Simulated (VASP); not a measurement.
# Te (Pm-3m) in VASP: a series of runs

Runs on Te. Level: PBE. Tasks: single point, relaxation of cell and atoms.

Program: VASP 6.6.1. These are calculated values, not measurements. Logs are shortened: lines on timing, memory, paths and dates and some standing lists are left out, and cuts for length are marked.

### Step 1. The cell of the first run

It takes space group Pm-3m (No. 221, cubic). Conventional cell: a = 3.325 Å, b = 3.325 Å, c = 3.325 Å, α = 90.00°, β = 90.00°, γ = 90.00°. Te (site symmetry m-3m) has 6 Te at 3.33 Å within 4.4 Å.

This isn't the form of Te at room conditions, which is trigonal, of chains.

### Step 2. Single point, PBE (36.77 Å³/atom)

Input file INCAR:

```
SYSTEM = Te
PREC = Accurate
ENCUT = 520
EDIFF = 1E-7
ISMEAR = -1
SIGMA = 0.1
LREAL = .False.
LASPH = .True.
NELM = 80
ALGO = Normal
ISIF = 2
LWAVE = .False.
LCHARG = .True.
GGA = PE
LELF = .True.
LVHAR = .True.
NBANDS = 9
```

Input file KPOINTS:

```
Automatic mesh
0
Gamma
  11 11 11
  0 0 0
```

Input file POSCAR:

```
Te
1.0
    3.3253045918      0.0000000000      0.0000000000
    0.0000000000      3.3253045918      0.0000000000
    0.0000000000      0.0000000000      3.3253045918
Te
1
Direct
    0.0000000000      0.0000000000      0.0000000000
```

Potentials or basis: VASP PAW PBE potentials, release 64 (Te).

Started as:

```console
$ cat potpaw_PBE.64/Te/POTCAR > POTCAR
$ mpirun -np 1 vasp_std > vasp.out
```

OUTCAR:

```text
SYSTEM = Te
   PREC = Accurate
   ENCUT = 520
   EDIFF = 1E-7
   ISMEAR = -1
   LREAL = .False.
   LASPH = .True.
   NELM = 80
   ISIF = 2
   GGA = PE

 ion  position               nearest neighbor table
   1  0.000  0.000  0.000-

  LATTYP: Found a simple cubic cell.
 ALAT       =     3.3253045918

  Lattice vectors:

 A1 = (   3.3253045918,   0.0000000000,   0.0000000000)
 A2 = (   0.0000000000,   3.3253045918,   0.0000000000)
 A3 = (   0.0000000000,   0.0000000000,   3.3253045918)

Analysis of symmetry for initial positions (statically):
=====================================================================
 Subroutine PRICEL returns:
 Original cell was already a primitive cell.

 Routine SETGRP: Setting up the symmetry group for a
 simple cubic supercell.

 Subroutine GETGRP returns: Found 48 space group operations
 (whereof 48 operations were pure point group operations)
 out of a pool of 48 trial point group operations.

The static configuration has the point symmetry O_h .

Analysis of symmetry for dynamics (positions and initial velocities):
=====================================================================
 Subroutine PRICEL returns:
 Original cell was already a primitive cell.

 Routine SETGRP: Setting up the symmetry group for a
 simple cubic supercell.

 Subroutine GETGRP returns: Found 48 space group operations
 (whereof 48 operations were pure point group operations)
 out of a pool of 48 trial point group operations.

The dynamic configuration has the point symmetry O_h .

 Subroutine INISYM returns: Found 48 space group operations
 (whereof 48 operations are pure point group operations),
 and found     1 'primitive' translations

----------------------------------------------------------------------------------------

                                     Primitive cell

  volume of cell :      36.7701

  direct lattice vectors                    reciprocal lattice vectors
     3.325304592  0.000000000  0.000000000     0.300724331  0.000000000  0.000000000
     0.000000000  3.325304592  0.000000000     0.000000000  0.300724331  0.000000000
     0.000000000  0.000000000  3.325304592     0.000000000  0.000000000  0.300724331

  length of vectors
     3.325304592  3.325304592  3.325304592     0.300724331  0.300724331  0.300724331

  position of ions in fractional coordinates (direct lattice)
     0.000000000  0.000000000  0.000000000

  ion indices of the primitive-cell ions
   primitive index   ion index
                 1           1

----------------------------------------------------------------------------------------

 KPOINTS: Automatic mesh

Automatic generation of k-mesh.
 Grid dimensions read from file:
 generate k-points for:   11   11   11

 Generating k-lattice:

  Cartesian coordinates                     Fractional coordinates (reciprocal lattice)
     0.027338576  0.000000000  0.000000000     0.090909091  0.000000000  0.000000000
     0.000000000  0.027338576  0.000000000     0.000000000  0.090909091  0.000000000
     0.000000000  0.000000000  0.027338576     0.000000000  0.000000000  0.090909091

  Length of vectors
     0.027338576  0.027338576  0.027338576

  Shift w.r.t. Gamma in fractional coordinates (k-lattice)
     0.000000000  0.000000000  0.000000000

 Subroutine IBZKPT returns following result:
 ===========================================

 Found     56 irreducible k-points:

 Following reciprocal coordinates:
            Coordinates               Weight
  0.000000  0.000000  0.000000      1.000000
  0.090909  0.000000  0.000000      6.000000
  0.181818  0.000000  0.000000      6.000000
  0.272727  0.000000  0.000000      6.000000
  0.363636  0.000000  0.000000      6.000000
  0.454545  0.000000  0.000000      6.000000
[... 16 lines left out ...]
  0.181818  0.090909  0.090909     24.000000
  0.272727  0.090909  0.090909     24.000000
 [... further k-points ...]
   k-points           NKPTS =     56   k-points in BZ     NKDIM =     56   number of bands    NBANDS=      9
   number of dos      NEDOS =    301   number of ions     NIONS =      1
   total plane-waves  NPLWV =  21952
   dimension x,y,z NGX =    28 NGY =   28 NGZ =   28
   dimension x,y,z NGXF=    56 NGYF=   56 NGZF=   56
   ions per type =               1
   NGX,Y,Z   is equivalent  to a cutoff of  14.00, 14.00, 14.00 a.u.
   NGXF,Y,Z  is equivalent  to a cutoff of  28.00, 28.00, 28.00 a.u.
 SYSTEM =  Te
   PREC   = accura    normal or accurate (medium, high low for compatibility)
   ISTART =      0    job   : 0-new  1-cont  2-samecut
   ICHARG =      2    charge: 1-file 2-atom 10-const
   ISPIN  =      1    spin polarized calculation?
   LNONCOLLINEAR =      F non collinear calculations
   LSORBIT =      F    spin-orbit coupling
   LASPH  =      T    aspherical Exc in radial PAW
   ENCUT  =  520.0 eV  38.22 Ry    6.18 a.u.   6.18  6.18  6.18*2*pi/ulx,y,z
   NELM   =     80;   NELMIN=  2; NELMDL= -5     # of ELM steps
   EDIFF  = 0.1E-06   stopping-criterion for ELM
   LREAL  =      F    real-space projection
   EDIFFG = 0.1E-05   stopping-criterion for IOM
   NSW    =      0    number of steps for IOM
   IBRION =     -1    ionic relax: 0-MD 1-quasi-New 2-CG
   NFREE  =      0    steps in history (QN), initial steepest desc. (CG)
   ISIF   =      2    stress and relaxation
   ISYM   =      2    0-nonsym 1-usesym 2-fastsym
   POTIM  = 0.5000    time-step for ionic-motion
   TEBEG  =    0.0;   TEEND  =   0.0 temperature during run
   PSTRESS=    0.0 pullay stress
   NELECT =       6.0000    total number of electrons
   NUPDOWN=      -1.0000    fix difference up-down
   EMIN   =  10.00;   EMAX   =-10.00  energy-range for DOS
   EFERMI =   0.00;   METHOD = LEGACY
   ISMEAR =    -1;   SIGMA  =   0.10  broadening in eV -4-tet -1-fermi 0-gaus
   EFERMI_NEDOS =   21; number of points for ismear=-14 and -15
   IALGO  =     38    algorithm
   IMIX   =      4    mixing-type and parameters
     AMIX     =   0.40;   BMIX     =  1.00
     AMIX_MAG =   1.60;   BMIX_MAG =  1.00
  volume/ion in A,a.u.               =      36.77       248.14
  Fermi-wavevector in a.u.,A,eV,Ry     =   0.894596  1.690542 10.888780  0.800303
  Thomas-Fermi vector in A             =   2.016822
   LORBIT       =      0    0 simple, 1 ext, 2 COOP (PROOUT), +10 PAW based schemes
   GGA     = PE    functional components
   LHFCALC =     F    Hartree Fock is set to
   AEXX    =    0.0000 exact exchange contribution
   IVDW    =     0    specifies the selected vdW correction
   LEPSILON=     F    determine dielectric tensor
   LRPA    =     F    only Hartree local field effects (RPA)
 non-spin polarized calculation
  energy-cutoff  :      520.00
  volume of cell :       36.77
 maximum number of plane-waves:      1021
 NGX is ok and might be reduce to    28
   NGX = 13   NGY = 13   NGZ = 13

 number of electron       6.0000000 magnetization

 Free energy of the ion-electron system (eV)
  ---------------------------------------------------
  ext. energy  EPLUGINS =         0.00000000
  ---------------------------------------------------
  free energy    TOTEN  =        -3.05007223 eV

  energy without entropy =       -3.02821483  energy(sigma->0) =       -3.03914353

 E-fermi :   4.9717     XC(G=0):  -8.7790

 val. band max:        4.8707630295   @ k =   0.3636   0.1818   0.1818
 cond. band min:       4.9959705017   @ k =   0.4545   0.1818   0.1818
 fundamental gap:      0.1252074722
 Fermi energy:         4.9716788723

 k-point     1 :       0.0000    0.0000    0.0000
  band No.  band energies     occupation
      1      -7.7926      2.00000
      2       6.0314      0.00005
      3       6.0314      0.00005
      4       6.0314      0.00005
      5      11.0406      0.00000
      6      11.1718      0.00000
      7      11.1718      0.00000
      8      21.5911      0.00000
      9      21.5911      0.00000

 k-point     2 :       0.0909    0.0000    0.0000
  band No.  band energies     occupation
      1      -7.7108      2.00000
      2       5.1565      0.27213
      3       6.1031      0.00002
      4       6.1031      0.00002
      5      11.1799      0.00000
      6      11.2546      0.00000
      7      12.1966      0.00000
      8      20.1641      0.00000
      9      20.1641      0.00000

 k-point     3 :       0.1818    0.0000    0.0000
  band No.  band energies     occupation
      1      -7.4754      2.00000
      2       3.5327      2.00000
      3       6.3051      0.00000
      4       6.3051      0.00000
      5      11.4778      0.00000
      6      11.4973      0.00000
      7      14.3460      0.00000
      8      18.5224      0.00000
      9      18.5224      0.00000

 k-point     4 :       0.2727    0.0000    0.0000
  band No.  band energies     occupation
      1      -7.1223      2.00000
      2       1.9560      2.00000
      3       6.5952      0.00000
      4       6.5952      0.00000
      5      11.8771      0.00000
      6      11.9706      0.00000
      7      16.2846      0.00000
      8      17.1198      0.00000
      9      17.1198      0.00000

 k-point     5 :       0.3636    0.0000    0.0000
  band No.  band energies     occupation
      1      -6.7327      2.00000
      2       0.7034      2.00000
      3       6.8944      0.00000
      4       6.8944      0.00000
      5      12.3314      0.00000
      6      12.6542      0.00000
      7      15.9193      0.00000
      8      16.0678      0.00000
      9      16.0678      0.00000

 k-point     6 :       0.4545    0.0000    0.0000
  band No.  band energies     occupation
      1      -6.4562      2.00000
      2      -0.0149      2.00000
      3       7.0917      0.00000
      4       7.0917      0.00000
      5      12.6945      0.00000
      6      13.4723      0.00000
      7      14.8286      0.00000
      8      15.4912      0.00000
      9      15.4912      0.00000
[... 169 lines left out ...]
 k-point    21 :       0.4545    0.4545    0.0000
  band No.  band energies     occupation
      1      -5.1149      2.00000
      2       1.2726      2.00000
      3       1.2761      2.00000
      4       7.9259      0.00000
      5       8.0944      0.00000
      6      14.9667      0.00000
      7      16.9779      0.00000
      8      17.0399      0.00000
      9      17.3341      0.00000

 k-point    22 :       0.0909    0.0909    0.0909
  band No.  band energies     occupation
      1      -7.5472      2.00000
      2       5.2994      0.07275
      3       5.3116      0.06464
      4       5.3116      0.06464
      5      12.2648      0.00000
      6      12.3976      0.00000
      7      12.3976      0.00000
      8      18.8414      0.00000
      9      18.9296      0.00000

 k-point    23 :       0.1818    0.0909    0.0909
  band No.  band energies     occupation
      1      -7.3118      2.00000
      2       3.6905      1.99999
      3       5.5204      0.00825
      4       5.5228      0.00805
      5      12.5299      0.00000
      6      12.6246      0.00000
      7      14.4013      0.00000
      8      17.2199      0.00000
      9      17.4091      0.00000

 k-point    24 :       0.2727    0.0909    0.0909
  band No.  band energies     occupation
      1      -6.9587      2.00000
      2       2.1165      2.00000
      3       5.8229      0.00040
      4       5.8442      0.00032
      5      12.8354      0.00000
      6      12.9720      0.00000
      7      15.2544      0.00000
      8      15.7613      0.00000
      9      17.6843      0.00000

 [... further k-points ...]
[... 5 lines left out ...]
  --------------------------------------------------------------------------------------
  -------------------------------------------------------------------------------------
  Total       -1.0074641     -1.0074641     -1.0074641     -0.0000000      0.0000000     -0.0000000
  in kB      -43.8981134    -43.8981134    -43.8981134     -0.0000000      0.0000000     -0.0000000
  external PRESSURE =     -43.8981134 kB  Pullay stress =       0.0000000 kB

 VOLUME and BASIS-vectors are now :
 -----------------------------------------------------------------------------
  energy-cutoff  :      520.00
  volume of cell :       36.77
      direct lattice vectors                 reciprocal lattice vectors
     3.325304592  0.000000000  0.000000000     0.300724331  0.000000000  0.000000000
     0.000000000  3.325304592  0.000000000     0.000000000  0.300724331  0.000000000
     0.000000000  0.000000000  3.325304592     0.000000000  0.000000000  0.300724331

 POSITION                                       TOTAL-FORCE (eV/Angst)
 -----------------------------------------------------------------------------------
      0.00000      0.00000      0.00000         0.000000      0.000000      0.000000
 -----------------------------------------------------------------------------------
    total drift:                                0.000000      0.000000      0.000000

  FREE ENERGIE OF THE ION-ELECTRON SYSTEM (eV)
  ---------------------------------------------------
  free  energy   TOTEN  =        -3.0500722311 eV

  energy  without entropy=       -3.0282148292  energy(sigma->0) =       -3.03914353
```

It took 12 s on 1 thread of Intel Xeon Platinum 8375C at 2.90GHz (Ice Lake), shared host; peak memory 0.16 GiB.

Results:

* Free energy: -3.0501 eV
* Pressure: -4.4 GPa
* Band gap on the k mesh: zero (bands 3 and 4 overlap by 4.63 eV)

Caveat: the cell stands under tension; spin-orbit coupling is left out, which moves the levels of the heavy elements.

### Step 3. Relaxation of cell and atoms, PBE

This run uses another cell than the first one, of 31.14 Å³/atom.

Input file INCAR:

```
ALGO     = Normal         # electronic algorithm
EDIFF    = 1E-6           # SCF threshold, eV
EDIFFG   = -0.01          # ionic threshold
ENCUT    = 600            # plane-wave cutoff, eV
GGA      = PE             # functional
IBRION   = 2              # ionic algorithm
ISIF     = 3              # what is computed and relaxed
ISMEAR   = -1             # smearing method
LASPH    = True           # aspherical terms in the spheres
LCHARG   = False          # write CHGCAR
LREAL    = False          # projectors in reciprocal space
LWAVE    = False          # write WAVECAR
NELM     = 60             # most SCF steps
NSW      = 80             # ionic steps
PREC     = Accurate       # precision mode
SIGMA    = 0.1            # smearing width, eV
```

Input file KPOINTS:

```
k-points
0
Gamma
  10 10 10
```

Input file POSCAR:

```
Te
1.0
    3.1462212359      0.0000000000      0.0000000000
    0.0000000000      3.1462212359      0.0000000000
    0.0000000000      0.0000000000      3.1462212359
Te
1
Direct
    0.0000000000      0.0000000000      0.0000000000
```

Potentials or basis: VASP PAW PBE potentials, release 64 (Te).

Started as:

```console
$ cat potpaw_PBE.64/Te/POTCAR > POTCAR
$ mpirun -np 1 vasp_std > vasp.out
```

It took 20 s on 1 thread of Intel Xeon Platinum 8375C at 2.90GHz (Ice Lake), shared host; peak memory 0.17 GiB.

The run converged. Its results:

```
Free energy                           : -3.1136 eV
Relaxed volume                        : 32.80 Å³/atom
Relaxed cell                          : a = 3.201 Å, b = 3.201 Å, c = 3.201 Å, α = 90.00°, β = 90.00°, γ = 90.00°
Space group after relaxing (to 0.1 Å) : Pm-3m (No. 221)
Energy gained by relaxing             : 14.3 meV/atom
Ionic steps                           : 3
Pressure after relaxing               : 0.0 GPa
Band gap on the k mesh                : zero (bands 3 and 4 overlap by 5.49 eV)
```

Step by step:
| step | energy change (eV) | largest force (eV/Å) | pressure (GPa) | volume (Å³) |
| --- | --- | --- | --- | --- |
| 1 | 0.0000 | 0.0000 | 2.91 | 31.14 |
| 2 | -0.0101 | 0.0000 | -1.35 | 33.77 |
| 3 | -0.0143 | 0.0000 | 0.00 | 32.80 |

Final structure:
```
Te
1.0
     3.20090    0.00000    0.00000
     0.00000    3.20090    0.00000
     0.00000    0.00000    3.20090
Te
1
Direct
  0.00000 0.00000 0.00000
```

Levels at points of the mesh, in eV from the Fermi level:
| k point | band 1 | band 2 | band 3 | band 4 | band 5 | band 6 |
| --- | --- | --- | --- | --- | --- | --- |
| (0.00, 0.00, 0.00) | -13.62 | 1.14 | 1.14 | 1.14 | 6.00 | 6.00 |
| (0.50, 0.00, 0.00) | -11.92 | -5.97 | 2.49 | 2.49 | 7.78 | 9.35 |
| (0.50, 0.50, 0.00) | -10.17 | -4.42 | -4.42 | 2.15 | 3.79 | 10.77 |
| (0.50, 0.50, 0.50) | -8.34 | -2.99 | -2.99 | -2.99 | 4.43 | 4.43 |

Caveat: spin-orbit coupling is left out, which moves the levels of the heavy elements.

### Step 4. Single point, PBE

This run uses another cell than the first one, of 32.83 Å³/atom.

Input file INCAR:

```
PREC = Accurate
ENCUT = 520
EDIFF = 1E-6
ISMEAR = -1
SIGMA = 0.1
LREAL = F
LASPH = T
NELM = 60
ALGO = Normal
ISIF = 2
LWAVE = F
LCHARG = T
GGA = PE
LELF = T
LVHAR = T
NBANDS = 9
```

Input file KPOINTS:

```
Automatic mesh
0
Gamma
  16 16 16
```

Input file POSCAR:

```
Te
1.0
    3.2020302061      0.0000000000      0.0000000000
    0.0000000000      3.2020302061      0.0000000000
    0.0000000000      0.0000000000      3.2020302061
Te
1
Direct
    0.0000000000      0.0000000000      0.0000000000
```

Started as:

```console
$ cat potpaw_PBE.64/Te/POTCAR > POTCAR
$ mpirun -np 1 vasp_std > vasp.out
```

It took 13 s on 1 thread of Intel Xeon Platinum 8375C at 2.90GHz (Ice Lake), shared host; peak memory 0.17 GiB.

The run converged. Its results:

```yaml
Free_energy: -3.1100 eV
Pressure: -0.1 GPa
Band_gap_on_the_k_mesh: zero (bands 3 and 4 overlap by 5.48 eV)
```

Levels at points of the mesh, in eV from the Fermi level:
```tsv
k point	band 1	band 2	band 3	band 4	band 5	band 6	band 7
(0.00, 0.00, 0.00)	-13.54	1.22	1.22	1.22	6.08	6.08	6.51
(0.50, 0.00, 0.00)	-11.84	-5.88	2.56	2.56	7.85	9.42	9.75
(0.50, 0.50, 0.00)	-10.10	-4.33	-4.33	2.23	3.86	10.84	12.41
(0.50, 0.50, 0.50)	-8.27	-2.91	-2.91	-2.91	4.51	4.51	4.51
```

Caveat: spin-orbit coupling is left out, which moves the levels of the heavy elements.

### Step 5. Single point, PBE, non-collinear spin, zero start, spin-orbit coupling

This run uses another cell than the first one, of 32.83 Å³/atom.

Input file INCAR:

```
  ALGO = Normal
  EDIFF = 1E-7
  ENCUT = 520
  GGA = PE
  GGA_COMPAT = False
  ISIF = 2
  ISMEAR = -1
  LASPH = True
  LCHARG = True
  LORBIT = 11
  LORBMOM = True
  LREAL = False
  LSORBIT = True
  LVHAR = True
  LWAVE = False
  MAGMOM = 0 0 0
  NBANDS = 17
  NELM = 150
  PREC = Accurate
  SIGMA = 0.1
```

Input file KPOINTS:

```
k-points
0
Gamma
  10 10 10
```

POSCAR is that of step 4.

Started as:

```console
$ cat potpaw_PBE.64/Te/POTCAR > POTCAR
$ mpirun -np 1 vasp_ncl > vasp.out
```

Run time: 32 s. Hardware: 1 thread of Intel Xeon Platinum 8375C at 2.90GHz (Ice Lake), shared host; peak memory 0.21 GiB.

It converged, with:

- Free energy: -3.2418 eV
- Pressure: 0.3 GPa
- Net moment: 0.00 μB per cell
- Valence electrons inside the program's atomic spheres: Te 3.26

Moments on the atoms (μB; x, y, z):
```
Te  0.00 0.00 0.00
```

### Step 6. Overview

| task | spin | cell | k mesh | cutoff (eV) | gap on the mesh (eV) | pressure (GPa) |
| --- | --- | --- | --- | --- | --- | --- |
| single point | off | a = 3.325 Å, 1 atom | 11 × 11 × 11 | 520 | none | -4.4 |
| relaxation of cell and atoms | off | relaxed from a = 3.146 Å, 1 atom | 10 × 10 × 10 | 600 | none | 0.0 |
| single point | off | a = 3.202 Å, 1 atom | 16 × 16 × 16 | 520 | none | -0.1 |
| single point | non-collinear, zero start, SOC | a = 3.202 Å, 1 atom | 10 × 10 × 10 | 520 | - | 0.3 |

Alike in all rows: level PBE; potentials or basis VASP PAW PBE potentials, release 64 (Te); smearing fermi-dirac 0.1 eV.

Caveats: spin-orbit coupling is left out, which moves the levels of the heavy elements (at least some runs); the cell stands under tension (at least some runs).

Absolute energies hang on the potentials; compare differences alone.
